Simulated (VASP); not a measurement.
# La (P6_3/mmc) in VASP: a series of runs

The runs below take La through relaxation of cell and atoms, with LDA.

Program: VASP 6.6.1. These are calculated values, not measurements. Logs are shortened: lines on timing, memory, paths and dates and some standing lists are left out, and cuts for length are marked.

### Step 1. The cell of the first run

It takes space group P6_3/mmc (No. 194, hexagonal). Conventional cell: a = 3.434 Å, b = 3.434 Å, c = 5.713 Å, α = 90.00°, β = 90.00°, γ = 120.00°. La (site symmetry -6m2) has 12 La at 3.43 to 3.48 Å within 4.5 Å.

### Step 2. Relaxation of cell and atoms, LDA, target pressure 3.5 GPa, at which the enthalpy is minimised

Input file INCAR:

```
SYSTEM = La
PREC     = Accurate       ! precision mode
ENCUT    = 600            ! plane-wave cutoff, eV
EDIFF    = 1E-7           ! SCF threshold, eV
ISMEAR   = -1             ! smearing method
SIGMA    = 0.08           ! smearing width, eV
LREAL    = .False.        ! projectors in reciprocal space
LASPH    = .True.         ! aspherical terms in the spheres
NELM     = 100            ! most SCF steps
ALGO     = Normal         ! electronic algorithm
ISIF     = 3              ! what is computed and relaxed
LWAVE    = .False.        ! write WAVECAR
LCHARG   = .False.        ! write CHGCAR
GGA      = CA             ! functional
IBRION   = 2              ! ionic algorithm
NSW      = 32             ! ionic steps
EDIFFG   = -0.005         ! ionic threshold
PSTRESS  = 35.0
```

Input file KPOINTS:

```
Automatic mesh
0
Gamma
  13 13 7
  0 0 0
```

Input file POSCAR:

```
La
1.0
    3.4341111256      0.0000000000      0.0000000000
   -1.7170555628      2.9740274742      0.0000000000
    0.0000000000      0.0000000000      5.7131703729
La
2
Direct
    0.3333333333      0.6666666667      0.2500000000
    0.6666666667      0.3333333333      0.7500000000
```

Potentials or basis: VASP PAW LDA potentials, release 64 (La).

Run with:

```
> cat potpaw_LDA.64/La/POTCAR > POTCAR
> mpirun -np 1 vasp_std > vasp.out
```

OUTCAR:

```text
SYSTEM = La
   PREC = Accurate
   ENCUT = 600
   EDIFF = 1E-7
   ISMEAR = -1
   LREAL = .False.
   LASPH = .True.
   NELM = 100
   ISIF = 3
   GGA = CA
   IBRION = 2
   NSW = 32
   EDIFFG = -0.005
   PSTRESS = 35.0

 ion  position               nearest neighbor table
   1  0.333  0.667  0.250-   2 3.48   2 3.48   2 3.48   2 3.48   2 3.48   2 3.48
   2  0.667  0.333  0.750-   1 3.48   1 3.48   1 3.48   1 3.48   1 3.48   1 3.48

  LATTYP: Found a hexagonal cell.
 ALAT       =     3.4341111256
 C/A-ratio  =     1.6636533193

  Lattice vectors:

 A1 = (   3.4341111256,   0.0000000000,   0.0000000000)
 A2 = (  -1.7170555628,   2.9740274742,   0.0000000000)
 A3 = (   0.0000000000,   0.0000000000,   5.7131703729)

Analysis of symmetry for initial positions (statically):
=====================================================================
 Subroutine PRICEL returns:
 Original cell was already a primitive cell.

 Routine SETGRP: Setting up the symmetry group for a
 hexagonal supercell.

 Subroutine GETGRP returns: Found 24 space group operations
 (whereof 12 operations were pure point group operations)
 out of a pool of 24 trial point group operations.

The static configuration has the point symmetry D_3d.
 The point group associated with its full space group is D_6h.

Analysis of symmetry for dynamics (positions and initial velocities):
=====================================================================
 Subroutine PRICEL returns:
 Original cell was already a primitive cell.

 Routine SETGRP: Setting up the symmetry group for a
 hexagonal supercell.

 Subroutine GETGRP returns: Found 24 space group operations
 (whereof 12 operations were pure point group operations)
 out of a pool of 24 trial point group operations.

The dynamic configuration has the point symmetry D_3d.
 The point group associated with its full space group is D_6h.

 Subroutine INISYM returns: Found 24 space group operations
 (whereof 12 operations are pure point group operations),
 and found     1 'primitive' translations

----------------------------------------------------------------------------------------

                                     Primitive cell

  volume of cell :      58.3494

  direct lattice vectors                    reciprocal lattice vectors
     3.434111126  0.000000000  0.000000000     0.291196168  0.168122186  0.000000000
    -1.717055563  2.974027474  0.000000000     0.000000000  0.336244372  0.000000000
     0.000000000  0.000000000  5.713170373     0.000000000  0.000000000  0.175034164

  length of vectors
     3.434111126  3.434111126  5.713170373     0.336244372  0.336244372  0.175034164

  position of ions in fractional coordinates (direct lattice)
     0.333333333  0.666666667  0.250000000
     0.666666667  0.333333333  0.750000000

  ion indices of the primitive-cell ions
   primitive index   ion index
                 1           1
                 2           2

----------------------------------------------------------------------------------------

 KPOINTS: Automatic mesh

Automatic generation of k-mesh.
 Grid dimensions read from file:
 generate k-points for:   13   13    7

 Generating k-lattice:

  Cartesian coordinates                     Fractional coordinates (reciprocal lattice)
     0.022399705  0.012932476  0.000000000     0.076923077  0.000000000  0.000000000
     0.000000000  0.025864952  0.000000000     0.000000000  0.076923077  0.000000000
     0.000000000  0.000000000  0.025004881     0.000000000  0.000000000  0.142857143

  Length of vectors
     0.025864952  0.025864952  0.025004881

  Shift w.r.t. Gamma in fractional coordinates (k-lattice)
[... 60 lines left out ...]
   POTIM  = 0.5000    time-step for ionic-motion
   TEBEG  =    0.0;   TEEND  =   0.0 temperature during run
   PSTRESS=   35.0 pullay stress
   NELECT =      22.0000    total number of electrons
   NUPDOWN=      -1.0000    fix difference up-down
   EMIN   =  10.00;   EMAX   =-10.00  energy-range for DOS
   EFERMI =   0.00;   METHOD = LEGACY
   ISMEAR =    -1;   SIGMA  =   0.08  broadening in eV -4-tet -1-fermi 0-gaus
   EFERMI_NEDOS =   21; number of points for ismear=-14 and -15
   IALGO  =     38    algorithm
   IMIX   =      4    mixing-type and parameters
     AMIX     =   0.40;   BMIX     =  1.00
     AMIX_MAG =   1.60;   BMIX_MAG =  1.00
  volume/ion in A,a.u.               =      29.17       196.88
  Fermi-wavevector in a.u.,A,eV,Ry     =   1.182688  2.234956 19.031165  1.398751
  Thomas-Fermi vector in A             =   2.318937
   LORBIT       =      0    0 simple, 1 ext, 2 COOP (PROOUT), +10 PAW based schemes
   GGA     = CA    functional components
   LHFCALC =     F    Hartree Fock is set to
   AEXX    =    0.0000 exact exchange contribution
   IVDW    =     0    specifies the selected vdW correction
   LEPSILON=     F    determine dielectric tensor
   LRPA    =     F    only Hartree local field effects (RPA)
 conjugate gradient relaxation of ions
 non-spin polarized calculation
  energy-cutoff  :      600.00
  volume of cell :       58.35
 maximum number of plane-waves:      1967
 NGX is ok and might be reduce to    28
   NGX = 13   NGY = 13   NGZ = 23

--------------------------------------- Ionic step        1  -------------------------------------------

 number of electron      21.9999998 magnetization

 Free energy of the ion-electron system (eV)
  ---------------------------------------------------
  ext. energy  EPLUGINS =         0.00000000
  ---------------------------------------------------
  free energy    TOTEN  =       -11.05712319 eV

  energy without entropy =      -10.99485721  energy(sigma->0) =      -11.02599020

------------------------ aborting loop because EDIFF is reached ----------------------------------------

  FORCE on cell =-STRESS in cart. coord.  units (eV):
  Direction    XX          YY          ZZ          XY          YZ          ZX
  --------------------------------------------------------------------------------------
  -------------------------------------------------------------------------------------
  Total        1.2262091      1.2262091      1.2310249      0.0000000      0.0000000      0.0000000
  in kB       33.6696527     33.6696527     33.8018856      0.0000000      0.0000000      0.0000000
  external PRESSURE =      -1.2862696 kB  Pullay stress =      35.0000000 kB

 VOLUME and BASIS-vectors are now :
 -----------------------------------------------------------------------------
  energy-cutoff  :      600.00
  volume of cell :       58.35
      direct lattice vectors                 reciprocal lattice vectors
     3.434111126  0.000000000  0.000000000     0.291196168  0.168122186  0.000000000
    -1.717055563  2.974027474  0.000000000     0.000000000  0.336244372  0.000000000
     0.000000000  0.000000000  5.713170373     0.000000000  0.000000000  0.175034164

 POSITION                                       TOTAL-FORCE (eV/Angst)
 -----------------------------------------------------------------------------------
     -0.00000      1.98268      1.42829         0.000000     -0.000000      0.000000
      1.71706      0.99134      4.28488        -0.000000      0.000000      0.000000
 -----------------------------------------------------------------------------------
    total drift:                               -0.000000      0.000000     -0.000000

  FREE ENERGIE OF THE ION-ELECTRON SYSTEM (eV)
  ---------------------------------------------------
  free  energy   TOTEN  =       -11.0571231853 eV

  energy  without entropy=      -10.9948572063  energy(sigma->0) =      -11.02599020

  enthalpy is  TOTEN    =        -9.7824643574 eV   P V=        1.2746588279

--------------------------------------- Ionic step        2  -------------------------------------------

 number of electron      21.9999998 magnetization

 Free energy of the ion-electron system (eV)
  ---------------------------------------------------
  ext. energy  EPLUGINS =         0.00000000
  ---------------------------------------------------
  free energy    TOTEN  =       -11.05287475 eV

  energy without entropy =      -10.99089687  energy(sigma->0) =      -11.02188581

 E-fermi :  10.2644     XC(G=0): -10.7988

 val. band max:       10.2493625636   @ k =   0.1538   0.1538   0.1429
 cond. band min:      10.2797704681   @ k =   0.3077   0.2308   0.4286
 fundamental gap:      0.0304079044
 Fermi energy:        10.2643891860

 k-point     1 :       0.0000    0.0000    0.0000
  band No.  band energies     occupation
      1     -22.3238      2.00000
      2     -21.8562      2.00000
      3      -7.2738      2.00000
      4      -4.8693      2.00000
      5      -4.8693      2.00000
      6      -4.6280      2.00000
      7      -4.5541      2.00000
      8      -4.5541      2.00000
      9       7.4768      2.00000
     10       8.3009      2.00000
     11      11.1860      0.00002
     12      11.7606      0.00000
     13      11.7606      0.00000
     14      11.8723      0.00000
[... 401 lines left out ...]
      2     -21.8264      2.00000
      3      -7.0012      2.00000
      4      -5.3969      2.00000
      5      -5.1852      2.00000
      6      -5.0107      2.00000
      7      -4.7506      2.00000
      8      -4.6486      2.00000
      9       8.4300      2.00000
     10       9.0509      2.00000
     11      10.4935      0.10797
     12      11.0175      0.00016
     13      11.1133      0.00005
     14      11.8550      0.00000
     15      11.9913      0.00000

 [... further k-points ...]
[... 5 lines left out ...]
  --------------------------------------------------------------------------------------
  -------------------------------------------------------------------------------------
  Total        1.2684848      1.2684848      1.2751976      0.0000000     -0.0000000      0.0000000
  in kB       34.9488101     34.9488101     35.1337583      0.0000000     -0.0000000      0.0000000
  external PRESSURE =       0.0104595 kB  Pullay stress =      35.0000000 kB

 VOLUME and BASIS-vectors are now :
 -----------------------------------------------------------------------------
  energy-cutoff  :      600.00
  volume of cell :       58.15
      direct lattice vectors                 reciprocal lattice vectors
     3.430097781  0.000000000  0.000000000     0.291536879  0.168318895 -0.000000000
    -1.715048890  2.970551816  0.000000000     0.000000000  0.336637791 -0.000000000
     0.000000000  0.000000000  5.707157216     0.000000000  0.000000000  0.175218583

 POSITION                                       TOTAL-FORCE (eV/Angst)
 -----------------------------------------------------------------------------------
     -0.00000      1.98037      1.42679        -0.000000      0.000000      0.000000
      1.71505      0.99018      4.28037         0.000000     -0.000000      0.000000
 -----------------------------------------------------------------------------------
    total drift:                               -0.000000      0.000000     -0.000000

  FREE ENERGIE OF THE ION-ELECTRON SYSTEM (eV)
  ---------------------------------------------------
  free  energy   TOTEN  =       -11.0528747502 eV

  energy  without entropy=      -10.9908968660  energy(sigma->0) =      -11.02188581

  enthalpy is  TOTEN    =        -9.7825319488 eV   P V=        1.2703428014

 reached required accuracy - stopping structural energy minimisation
```

Wall time 5 min (1 thread of Oxide Virtual Turin-like, shared host); peak memory 0.2 GiB.

What came out:

* Free energy: -11.0529 eV
* Relaxed volume: 29.08 Å³/atom
* Relaxed cell: a = 3.430 Å, b = 3.430 Å, c = 5.707 Å, α = 90.00°, β = 90.00°, γ = 120.00°
* Space group after relaxing (to 0.05 Å): P6_3/mmc (No. 194)
* Energy change on relaxing (the enthalpy is what falls): +2.1 meV/atom
* Ionic steps: 2
* Pressure after relaxing: 3.5 GPa
* Band gap on the k mesh: zero (band 11 reaches 11.19 eV, above the bottom of band 12 at 9.61 eV)

Step by step:
```csv
step,energy change (eV),largest force (eV/Å),pressure (GPa),volume (Å³)
1,0.0000,0.0000,3.37,58.35
2,0.0042,0.0000,3.50,58.15
```

Final structure:
```
La
1.0
     3.43010    0.00000    0.00000
    -1.71505    2.97055    0.00000
     0.00000    0.00000    5.70716
La
2
Direct
  0.33333 0.66667 0.25000
  0.66667 0.33333 0.75000
```

Caveat: the cell is relaxed towards a set pressure, so the enthalpy falls and the energy may rise; spin-orbit coupling is left out, which moves the levels of the heavy elements.

### Step 3. Relaxation of cell and atoms, LDA, target pressure 3.5 GPa, at which the enthalpy is minimised

This run uses another cell than the first one, of 29.89 Å³/atom, 1.025 times its volume.

Input file INCAR:

```
SYSTEM = La
ALGO = Normal
EDIFF = 1E-6
EDIFFG = -0.005
ENCUT = 600
GGA = CA
IBRION = 2
ISIF = 3
ISMEAR = -1
LASPH = .TRUE.
LCHARG = .FALSE.
LREAL = .FALSE.
LWAVE = .FALSE.
NELM = 100
NSW = 60
PREC = Accurate
PSTRESS = 35.0
SIGMA = 0.08
```

Input file KPOINTS:

```
k-points
0
G
  13 13 7
  0 0 0
```

Input file POSCAR:

```
La
1.0
    3.4927648223      0.0000000000      0.0000000000
   -1.7463824112      3.0248230656      0.0000000000
    0.0000000000      0.0000000000      5.6582790121
La
2
Direct
    0.3333333333      0.6666666667      0.2500000000
    0.6666666667      0.3333333333      0.7500000000
```

Potentials or basis: VASP PAW LDA potentials, release 64 (La).

Run with:

```
> cat potpaw_LDA.64/La/POTCAR > POTCAR
> mpirun -np 1 vasp_std > vasp.out
```

It took 15 min on 1 thread of Oxide Virtual Turin-like, shared host; peak memory 0.21 GiB.

Results (log left out):

- Free energy: -11.0529 eV
- Relaxed volume: 29.07 Å³/atom
- Relaxed cell: a = 3.430 Å, b = 3.430 Å, c = 5.708 Å, α = 90.00°, β = 90.00°, γ = 120.00°
- Space group after relaxing (to 0.05 Å): P6_3/mmc (No. 194)
- Energy change on relaxing (the enthalpy is what falls): +13.4 meV/atom
- Ionic steps: 11
- Pressure after relaxing: 3.5 GPa
- Band gap on the k mesh: zero (band 11 reaches 11.19 eV, above the bottom of band 12 at 9.61 eV)

The path:
```
step  energy change (eV)  largest force (eV/Å)  pressure (GPa)  volume (Å³)
   1              0.0000                0.0000            2.60        59.78
   2              0.0246                0.0000            3.43        58.33
   3              0.0370                0.0000            3.79        57.75
   4              0.0343                0.0000            3.71        57.87
   5              0.0301                0.0000            3.60        58.01
   6              0.0286                0.0000            3.56        58.07
   7              0.0282                0.0000            3.54        58.08
   8              0.0280                0.0000            3.54        58.09
   9              0.0281                0.0000            3.55        58.09
  10              0.0264                0.0000            3.48        58.17
  11              0.0268                0.0000            3.50        58.15
```

Final structure:
```cif
data_structure
_symmetry_space_group_name_H-M 'P 1'
_symmetry_Int_Tables_number 1
_cell_length_a 3.4299
_cell_length_b 3.4299
_cell_length_c 5.7076
_cell_angle_alpha 90.000
_cell_angle_beta 90.000
_cell_angle_gamma 120.000
_cell_volume 58.15
loop_
_atom_site_label
_atom_site_type_symbol
_atom_site_fract_x
_atom_site_fract_y
_atom_site_fract_z
_atom_site_occupancy
La1 La 0.33333 0.66667 0.25000 1
La2 La 0.66667 0.33333 0.75000 1
```

Levels at points of the mesh, in eV from the Fermi level:
| k point | band 8 | band 9 | band 10 | band 11 | band 12 | band 13 | band 14 | band 15 |
| --- | --- | --- | --- | --- | --- | --- | --- | --- |
| (0.00, 0.00, 0.00) | -14.82 | -2.79 | -1.96 | 0.92 | 1.50 | 1.50 | 1.61 | 1.71 |

Caveat: the cell is relaxed towards a set pressure, so the enthalpy falls and the energy may rise; spin-orbit coupling is left out, which moves the levels of the heavy elements.
